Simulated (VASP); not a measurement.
The system is BN.

```
B N
1.0
     2.49824    0.00000    0.00000
    -1.24912    2.16354    0.00000
     0.00000    0.00000    6.63570
B N
2 2
Direct
  0.33333 0.66667 0.25000
  0.66667 0.33333 0.75000
  0.33333 0.66667 0.75000
  0.66667 0.33333 0.25000
```

```yaml
Program: VASP 6.6.1
Task: relaxation of cell and atoms
Functional: PBE
Potentials_or_basis: VASP PAW PBE potentials, release 64 (B, N)
Cutoff: 600 eV
k_mesh: 12 × 12 × 4
Occupations: gaussian, width 0.01 eV
Spin: no spin polarisation
```

At the start: pressure 5.0 GPa; volume 8.97 Å³/atom.

Question: How do energy, volume and symmetry change on relaxing?

Answer: Over 10 steps the energy falls by 11.6 meV/atom and the volume is 10.44 Å³/atom (+16.4 %); space group P6_3/mmc (No. 194, to 0.05 Å).

The path:
```tsv
step	energy change (eV)	largest force (eV/Å)	pressure (GPa)	volume (Å³)
1	0.0000	0.0000	4.99	35.87
2	0.0154	0.0000	-6.41	37.33
3	-0.0092	0.0000	0.44	36.42
4	-0.0131	0.0000	0.40	36.66
5	-0.0231	0.0000	0.34	37.41
6	-0.0368	0.0000	0.27	38.90
7	-0.0463	0.0000	0.25	41.87
8	-0.0463	0.0000	0.26	41.70
9	-0.0408	0.0000	-2.90	42.31
10	-0.0464	0.0000	0.00	41.75
```

Final structure:
```
CELL_PARAMETERS angstrom
2.51228 0.00000 0.00000
-1.25614 2.17570 0.00000
0.00000 0.00000 7.63815
ATOMIC_POSITIONS crystal
B 0.33333 0.66667 0.25000
B 0.66667 0.33333 0.75000
N 0.33333 0.66667 0.75000
N 0.66667 0.33333 0.25000
```

Caveat: the volume moved by over 15 % at a fixed basis, so the end points are rough; this functional lacks dispersion, which binds the layers, so the pressure and a relaxed spacing across them are unreliable; the volume moved by +16 % from the deposited cell, more than functionals usually miss.
